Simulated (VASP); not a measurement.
Here is a VASP 6.6.1 calculation.

Contents of INCAR:

```
SYSTEM = AlBiO4
PREC     = Accurate       ! precision mode
ENCUT    = 520            ! plane-wave cutoff, eV
EDIFF    = 1E-6           ! SCF threshold, eV
ISMEAR   = 0              ! smearing method
SIGMA    = 0.1            ! smearing width, eV
LREAL    = .FALSE.        ! projectors in reciprocal space
LASPH    = .TRUE.         ! aspherical terms in the spheres
NELM     = 60             ! most SCF steps
ALGO     = Normal         ! electronic algorithm
ISIF     = 2              ! what is computed and relaxed
LWAVE    = .FALSE.        ! write WAVECAR
LCHARG   = .FALSE.        ! write CHGCAR
GGA      = PE             ! functional
NBANDS   = 30             ! bands
```

KPOINTS

```
regular mesh
0
G
  4 4 4
  0 0 0
```

File POSCAR:

```
AlBiO4
1.0
    0.0000000000      3.4240077900      3.4240077900
    3.4240077900      0.0000000000      3.4240077900
    3.4240077900      3.4240077900      0.0000000000
Al Bi O
1 1 4
Direct
    0.0000000000      0.0000000000      0.0000000000
    0.7500000000      0.7500000000      0.7500000000
    0.8729160100      0.3756946600      0.3756946600
    0.3756946600      0.3756946600      0.3756946600
    0.3756946600      0.8729160100      0.3756946600
    0.3756946600      0.3756946600      0.8729160100
```

Potentials or basis: VASP PAW PBE potentials, release 64 (Al, Bi_d, O).

Run with:

```console
$ cat potpaw_PBE.64/Al/POTCAR potpaw_PBE.64/Bi_d/POTCAR potpaw_PBE.64/O/POTCAR > POTCAR
$ mpirun -np 1 vasp_std > vasp.out
```

**Question.** Estimate the pressure.

**Answer.** -9.4 GPa.

**Question.** Predict the largest force.

**Answer.** 0.507 eV/Å.

Forces on the atoms (eV/Å):
```
Al   0.000  0.000  0.000
Bi   0.000  0.000  0.000
O   -0.293  0.293  0.293
O   -0.293 -0.293 -0.293
O    0.293 -0.293  0.293
O    0.293  0.293 -0.293
```

Caveat: the k points lie up to 0.40 Å⁻¹ apart.
